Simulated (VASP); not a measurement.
Wanted: the native input for a VASP 6.6.1 run.

```
Task                   : single point
Functional             : PBE
Potentials or basis    : VASP PAW PBE potentials, release 64 (Ge_d, Br)
Cutoff                 : 520 eV
k mesh                 : 6 × 6 × 2
Occupations            : gaussian, width 0.1 eV
Spin                   : no spin polarisation
Dipole correction      : no
Further INCAR settings : ALGO = Normal; EDIFF = 1e-06; NBANDS = 29
```

The structure of GeBr lies in POSCAR:

```
GeBr
1.0
    5.0907138889     -0.0000000030      0.0000000000
   -2.5453569418      4.4086875527      0.0000000000
    0.0000000000      0.0000000000      5.0288980735
Ge Br
2 2
Direct
    0.0000000000      0.0000000000      0.0000000000
    0.0000000000      0.0000000000      0.5000000000
    0.3333333333      0.6666666667      0.7500000000
    0.6666666667      0.3333333333      0.2500000000
```

The input as run:

INCAR

```
PREC = Accurate
ENCUT = 520
EDIFF = 1E-6
ISMEAR = 0
SIGMA = 0.1
LREAL = False
LASPH = True
NELM = 80
ALGO = Normal
ISIF = 2
LWAVE = False
LCHARG = True
GGA = PE
LELF = True
LVHAR = True
NBANDS = 29
```

KPOINTS

```
Automatic mesh
0
Gamma
  6 6 2
```

Potentials or basis: VASP PAW PBE potentials, release 64 (Ge_d, Br).

The run is started by

```bash
$ cat potpaw_PBE.64/Ge_d/POTCAR potpaw_PBE.64/Br/POTCAR > POTCAR
$ mpirun -np 1 vasp_std > vasp.out
```

Results of the run:

| Quantity | Value |
| --- | --- |
| Pressure | -0.2 GPa |
| Band gap on the k mesh | zero (bands 21 and 22 overlap by 1.46 eV) |

Caveat: the k points lie up to 0.62 Å⁻¹ apart, too coarse for converged energies and pressures of a metal.

Run time: 46 s on 1 thread of Intel(R) Xeon(R) Platinum 8488C (Sapphire Rapids), on a shared host, peak memory 0.23 GiB.
